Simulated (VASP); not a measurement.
# ZnCu (P4/mmm) in VASP: notebook

Runs on ZnCu. Level: PBEsol. Tasks: single point.

Everything below comes from runs of VASP 6.6.1. Logs are shortened: lines on timing, memory, paths and dates and some standing lists are left out, and cuts for length are marked.

### 1 The cell of the first run

It takes space group P4/mmm (No. 123, tetragonal). The conventional cell has a = 2.690 Å, b = 2.690 Å, c = 2.908 Å, α = 90.00°, β = 90.00°, γ = 90.00°. Within 3.2 Å of Zn (site symmetry 4/mmm) lie 8 Cu at 2.39 Å and 6 Zn at 2.69 to 2.91 Å. Cu (site symmetry 4/mmm) has 8 Zn at 2.39 Å and 6 Cu at 2.69 to 2.91 Å within 3.2 Å.

### 2 Single point, PBEsol (normal strain along x -0.0750, normal strain along y -0.0750)

Input file INCAR:

```
ALGO = Fast
EDIFF = 1E-6
ENCUT = 520
GGA = PS
ISIF = 2
ISMEAR = 0
LASPH = True
LCHARG = True
LELF = True
LREAL = False
LVHAR = True
LWAVE = False
NBANDS = 18
NELM = 60
PREC = Accurate
SIGMA = 0.15
```

Input file KPOINTS:

```
k-points
0
Gamma
  16 16 16
```

Input file POSCAR:

```
ZnCu
1.0
    2.6896518550      0.0000000000      0.0000000000
    0.0000000000      2.6896518550      0.0000000000
    0.0000000000      0.0000000000      2.9077317351
Zn Cu
1 1
Direct
    0.5000000000      0.5000000000      0.5000000000
    0.0000000000      0.0000000000      0.0000000000
```

Potentials or basis: VASP PAW PBE potentials, release 64 (Zn, Cu).

The run is started by

```
$ cat potpaw_PBE.64/Zn/POTCAR potpaw_PBE.64/Cu/POTCAR > POTCAR
$ mpirun -np 1 vasp_std > vasp.out
```

OUTCAR:

```text
EDIFF = 1E-6
   ENCUT = 520
   GGA = PS
   ISIF = 2
   ISMEAR = 0
   LASPH = True
   LREAL = False
   NELM = 60
   PREC = Accurate

 ion  position               nearest neighbor table
   1  0.500  0.500  0.500-   2 2.39   2 2.39   2 2.39   2 2.39   2 2.39   2 2.39   2 2.39   2 2.39

   2  0.000  0.000  0.000-   1 2.39   1 2.39   1 2.39   1 2.39   1 2.39   1 2.39   1 2.39   1 2.39

  LATTYP: Found a simple tetragonal cell.
 ALAT       =     2.6896518550
 C/A-ratio  =     1.0810810811

  Lattice vectors:

 A1 = (   2.6896518550,   0.0000000000,   0.0000000000)
 A2 = (   0.0000000000,   2.6896518550,   0.0000000000)
 A3 = (   0.0000000000,   0.0000000000,   2.9077317351)

Analysis of symmetry for initial positions (statically):
=====================================================================
 Subroutine PRICEL returns:
 Original cell was already a primitive cell.

 Routine SETGRP: Setting up the symmetry group for a
 simple tetragonal supercell.

 Subroutine GETGRP returns: Found 16 space group operations
 (whereof 16 operations were pure point group operations)
 out of a pool of 16 trial point group operations.

The static configuration has the point symmetry D_4h.

Analysis of symmetry for dynamics (positions and initial velocities):
=====================================================================
 Subroutine PRICEL returns:
 Original cell was already a primitive cell.

 Routine SETGRP: Setting up the symmetry group for a
 simple tetragonal supercell.

 Subroutine GETGRP returns: Found 16 space group operations
 (whereof 16 operations were pure point group operations)
 out of a pool of 16 trial point group operations.

The dynamic configuration has the point symmetry D_4h.

 Subroutine INISYM returns: Found 16 space group operations
 (whereof 16 operations are pure point group operations),
 and found     1 'primitive' translations

----------------------------------------------------------------------------------------

                                     Primitive cell

  volume of cell :      21.0352

  direct lattice vectors                    reciprocal lattice vectors
     2.689651855  0.000000000  0.000000000     0.371795330  0.000000000  0.000000000
     0.000000000  2.689651855  0.000000000     0.000000000  0.371795330  0.000000000
     0.000000000  0.000000000  2.907731735     0.000000000  0.000000000  0.343910681

  length of vectors
     2.689651855  2.689651855  2.907731735     0.371795330  0.371795330  0.343910681

  position of ions in fractional coordinates (direct lattice)
     0.500000000  0.500000000  0.500000000
     0.000000000  0.000000000  0.000000000

  ion indices of the primitive-cell ions
   primitive index   ion index
                 1           1
                 2           2

----------------------------------------------------------------------------------------

 KPOINTS: k-points

Automatic generation of k-mesh.
 Grid dimensions read from file:
 generate k-points for:   16   16   16

 Generating k-lattice:

  Cartesian coordinates                     Fractional coordinates (reciprocal lattice)
     0.023237208  0.000000000  0.000000000     0.062500000  0.000000000  0.000000000
     0.000000000  0.023237208  0.000000000     0.000000000  0.062500000  0.000000000
     0.000000000  0.000000000  0.021494418     0.000000000  0.000000000  0.062500000

  Length of vectors
     0.023237208  0.023237208  0.021494418

  Shift w.r.t. Gamma in fractional coordinates (k-lattice)
     0.000000000  0.000000000  0.000000000

 Subroutine IBZKPT returns following result:
 ===========================================

 Found    405 irreducible k-points:

 Following reciprocal coordinates:
            Coordinates               Weight
  0.000000  0.000000  0.000000      1.000000
  0.062500  0.000000  0.000000      4.000000
  0.125000  0.000000  0.000000      4.000000
  0.187500  0.000000  0.000000      4.000000
  0.250000  0.000000  0.000000      4.000000
  0.312500  0.000000  0.000000      4.000000
[... 16 lines left out ...]
  0.437500  0.125000  0.000000      8.000000
  0.500000  0.125000  0.000000      4.000000
 [... further k-points ...]
   k-points           NKPTS =    405   k-points in BZ     NKDIM =    405   number of bands    NBANDS=     18
   number of dos      NEDOS =    301   number of ions     NIONS =      2
   total plane-waves  NPLWV =   9600
   dimension x,y,z NGX =    20 NGY =   20 NGZ =   24
   dimension x,y,z NGXF=    40 NGYF=   40 NGZF=   48
   ions per type =               1   1
   NGX,Y,Z   is equivalent  to a cutoff of  12.36, 12.36, 13.72 a.u.
   NGXF,Y,Z  is equivalent  to a cutoff of  24.72, 24.72, 27.44 a.u.
 SYSTEM =  unknown system
   PREC   = accura    normal or accurate (medium, high low for compatibility)
   ISTART =      0    job   : 0-new  1-cont  2-samecut
   ICHARG =      2    charge: 1-file 2-atom 10-const
   ISPIN  =      1    spin polarized calculation?
   LNONCOLLINEAR =      F non collinear calculations
   LSORBIT =      F    spin-orbit coupling
   LASPH  =      T    aspherical Exc in radial PAW
   ENCUT  =  520.0 eV  38.22 Ry    6.18 a.u.   5.00  5.00  5.41*2*pi/ulx,y,z
   NELM   =     60;   NELMIN=  2; NELMDL= -5     # of ELM steps
   EDIFF  = 0.1E-05   stopping-criterion for ELM
   LREAL  =      F    real-space projection
   EDIFFG = 0.1E-04   stopping-criterion for IOM
   NSW    =      0    number of steps for IOM
   IBRION =     -1    ionic relax: 0-MD 1-quasi-New 2-CG
   NFREE  =      0    steps in history (QN), initial steepest desc. (CG)
   ISIF   =      2    stress and relaxation
   ISYM   =      2    0-nonsym 1-usesym 2-fastsym
   POTIM  = 0.5000    time-step for ionic-motion
   TEBEG  =    0.0;   TEEND  =   0.0 temperature during run
   PSTRESS=    0.0 pullay stress
   NELECT =      23.0000    total number of electrons
   NUPDOWN=      -1.0000    fix difference up-down
   EMIN   =  10.00;   EMAX   =-10.00  energy-range for DOS
   EFERMI =   0.00;   METHOD = LEGACY
   ISMEAR =     0;   SIGMA  =   0.15  broadening in eV -4-tet -1-fermi 0-gaus
   EFERMI_NEDOS =   21; number of points for ismear=-14 and -15
   IALGO  =     68    algorithm
   IMIX   =      4    mixing-type and parameters
     AMIX     =   0.40;   BMIX     =  1.00
     AMIX_MAG =   1.60;   BMIX_MAG =  1.00
  volume/ion in A,a.u.               =      10.52        70.98
  Fermi-wavevector in a.u.,A,eV,Ry     =   1.686561  3.187137 38.701591  2.844487
  Thomas-Fermi vector in A             =   2.769203
   LORBIT       =      0    0 simple, 1 ext, 2 COOP (PROOUT), +10 PAW based schemes
   GGA     = PS    functional components
   LHFCALC =     F    Hartree Fock is set to
   AEXX    =    0.0000 exact exchange contribution
   IVDW    =     0    specifies the selected vdW correction
   LEPSILON=     F    determine dielectric tensor
   LRPA    =     F    only Hartree local field effects (RPA)
 non-spin polarized calculation
 RMM-DIIS sequential band-by-band and
 Gauss-broadening in eV      SIGMA  =   0.15
  energy-cutoff  :      520.00
  volume of cell :       21.04
 maximum number of plane-waves:       588
   NGX = 11   NGY = 11   NGZ = 11

 number of electron      23.0000020 magnetization

 Free energy of the ion-electron system (eV)
  ---------------------------------------------------
  ext. energy  EPLUGINS =         0.00000000
  ---------------------------------------------------
  free energy    TOTEN  =        -5.77209373 eV

  energy without entropy =       -5.76662189  energy(sigma->0) =       -5.76935781

 E-fermi :   7.5142     XC(G=0): -13.7029

 val. band max:        7.5081478984   @ k =   0.3750   0.3750   0.1250
 cond. band min:       7.5236598736   @ k =   0.4375   0.3125   0.4375
 fundamental gap:      0.0155119752
 Fermi energy:         7.5142363277

 k-point     1 :       0.0000    0.0000    0.0000
  band No.  band energies     occupation
      1      -4.5848      2.00000
      2      -1.2520      2.00000
      3      -1.2439      2.00000
      4      -0.1819      2.00000
      5      -0.1819      2.00000
      6      -0.0329      2.00000
[... 10 lines left out ...]
     17      23.6418      0.00000
     18      31.7154      0.00000

 k-point     2 :       0.0625    0.0000    0.0000
  band No.  band energies     occupation
      1      -4.4989      2.00000
      2      -1.2332      2.00000
      3      -1.2218      2.00000
      4      -0.1938      2.00000
      5      -0.1753      2.00000
      6      -0.0437      2.00000
[... 10 lines left out ...]
     17      24.1463      0.00000
     18      31.4372      0.00000

 k-point     3 :       0.1250    0.0000    0.0000
  band No.  band energies     occupation
      1      -4.2435      2.00000
      2      -1.1862      2.00000
      3      -1.1507      2.00000
      4      -0.2275      2.00000
      5      -0.1564      2.00000
      6      -0.0744      2.00000
[... 10 lines left out ...]
     17      25.7708      0.00000
     18      30.2960      0.00000

 k-point     4 :       0.1875    0.0000    0.0000
  band No.  band energies     occupation
      1      -3.8265      2.00000
      2      -1.1154      2.00000
      3      -1.0385      2.00000
      4      -0.2778      2.00000
      5      -0.1278      2.00000
      6      -0.1202      2.00000
[... 375 lines left out ...]
      4      -0.4790      2.00000
      5      -0.1370      2.00000
      6       0.0240      2.00000
[... 10 lines left out ...]
     17      23.1807      0.00000
     18      24.4905      0.00000

 k-point    23 :       0.4375    0.1250    0.0000
  band No.  band energies     occupation
      1      -1.2871      2.00000
      2      -0.7591      2.00000
      3      -0.6809      2.00000
      4      -0.5136      2.00000
      5      -0.1324      2.00000
      6       0.4968      2.00000
[... 10 lines left out ...]
     17      21.5319      0.00000
     18      23.3274      0.00000

 k-point    24 :       0.5000    0.1250    0.0000
  band No.  band energies     occupation
      1      -1.1332      2.00000
      2      -0.7285      2.00000
      3      -0.7244      2.00000
      4      -0.5258      2.00000
      5      -0.1309      2.00000
      6       0.8781      2.00000
[... 10 lines left out ...]
     17      21.7349      0.00000
     18      22.6503      0.00000

 [... further k-points ...]

------------------------ aborting loop because EDIFF is reached ----------------------------------------

  FORCE on cell =-STRESS in cart. coord.  units (eV):
  Direction    XX          YY          ZZ          XY          YZ          ZX
  --------------------------------------------------------------------------------------
  -------------------------------------------------------------------------------------
  Total        4.3560409      4.3560409      4.2915021      0.0000000      0.0000000      0.0000000
  in kB      331.7844731    331.7844731    326.8687774      0.0000000      0.0000000      0.0000000
  external PRESSURE =     330.1459079 kB  Pullay stress =       0.0000000 kB

 VOLUME and BASIS-vectors are now :
 -----------------------------------------------------------------------------
  energy-cutoff  :      520.00
  volume of cell :       21.04
      direct lattice vectors                 reciprocal lattice vectors
     2.689651855  0.000000000  0.000000000     0.371795330  0.000000000  0.000000000
     0.000000000  2.689651855  0.000000000     0.000000000  0.371795330  0.000000000
     0.000000000  0.000000000  2.907731735     0.000000000  0.000000000  0.343910681

 POSITION                                       TOTAL-FORCE (eV/Angst)
 -----------------------------------------------------------------------------------
      1.34483      1.34483      1.45387         0.000000      0.000000      0.000000
      0.00000      0.00000      0.00000         0.000000      0.000000      0.000000
 -----------------------------------------------------------------------------------
    total drift:                               -0.000000      0.000000      0.000000

  FREE ENERGIE OF THE ION-ELECTRON SYSTEM (eV)
  ---------------------------------------------------
  free  energy   TOTEN  =        -5.7720937259 eV

  energy  without entropy=       -5.7666218906  energy(sigma->0) =       -5.76935781
```

Run time: 2.9 min. Hardware: 1 thread of Intel Xeon 8259CL, shared host; peak memory 0.27 GiB.

What came out:

```yaml
Free_energy: -5.7721 eV
Pressure: 33.0 GPa
Band_gap_on_the_k_mesh: zero (an odd number of electrons rules out a gap without spin polarisation)
```

Caveat: the cell differs from its parent crystal (normal strain along x -0.0750, normal strain along y -0.0750); the cell stands under pressure; the PAW data sets were made with another functional, which shifts forces and pressure a little.

[end of part 1 of 2]
